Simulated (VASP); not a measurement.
Set up this calculation in VASP 6.6.1, as the native input.

| Property | Result |
| --- | --- |
| Task | relaxation of cell and atoms |
| Functional | BLYP |
| Dispersion | D3(BJ) |
| Potentials or basis | VASP PAW PBE potentials, release 64 (O, C) |
| Cutoff | 600 eV |
| k mesh | 9 × 9 × 9 |
| Occupations | fermi-dirac, width 0.05 eV |
| Spin | no spin polarisation |
| Dipole correction | no |
| Further INCAR settings | ALGO = Normal; EDIFF = 1e-06; IBRION = 2; EDIFFG = -0.01; NSW = 60; ISIF = 3 |

The structure of CO2 lies in POSCAR:

```
CO2
1.0
   -1.9747270000      1.9747270000      3.0140580000
    1.9747270000     -1.9747270000      3.0140580000
    1.9747270000      1.9747270000     -3.0140580000
O C
4 2
Direct
    0.8750000000      0.9597980000      0.5847980000
    0.3750000000      0.2902020000      0.4152020000
    0.0402020000      0.6250000000      0.9152020000
    0.7097980000      0.1250000000      0.0847980000
    0.0000000000      0.0000000000      0.0000000000
    0.7500000000      0.2500000000      0.5000000000
```

These files were run (other wordings do the same):

INCAR

```
SYSTEM = CO2
  PREC = Accurate
  ENCUT = 600
  EDIFF = 1E-6
  ISMEAR = -1
  SIGMA = 0.05
  LREAL = .False.
  LASPH = .True.
  NELM = 80
  ALGO = Normal
  ISIF = 3
  LWAVE = .False.
  LCHARG = .False.
  GGA = B5
  ALDAX = 1.0
  AGGAX = 1.0
  AGGAC = 1.0
  ALDAC = 0.0
  IVDW = 12
  VDW_S6 = 1.0
  VDW_S8 = 2.6996
  VDW_A1 = 0.4298
  VDW_A2 = 4.2359
  IBRION = 2
  NSW = 60
  EDIFFG = -0.01
```

KPOINTS

```
Automatic mesh
0
Gamma
  9 9 9
  0 0 0
```

Potentials or basis: VASP PAW PBE potentials, release 64 (O, C).

Run with:

```console
$ cat potpaw_PBE.64/O/POTCAR potpaw_PBE.64/C/POTCAR > POTCAR
$ mpirun -np 1 vasp_std > vasp.out
```

It gave:

The relaxed volume is 7.84 Å³/atom, the relaxed cell is a = 4.107 Å, b = 4.107 Å, c = 4.107 Å, α = 122.43°, β = 122.43°, γ = 85.84° and the space group after relaxing (to 0.1 Å) is I-42d (No. 122). The energy gained by relaxing is 0.8 meV/atom. The ionic steps are 5, the pressure after relaxing is 0.0 GPa and the largest force after relaxing is 0.003 eV/Å. The band gap on the k mesh is 7.69 eV (least direct gap 8.09 eV) and the dispersion energy per atom is -0.184 eV.

Caveat: the PAW data sets were made with another functional, which shifts forces and pressure a little.

Wall time 2.6 min on 1 thread of Intel(R) Xeon(R) 6975P-C (Granite Rapids) (shared host), peak memory 0.25 GiB.
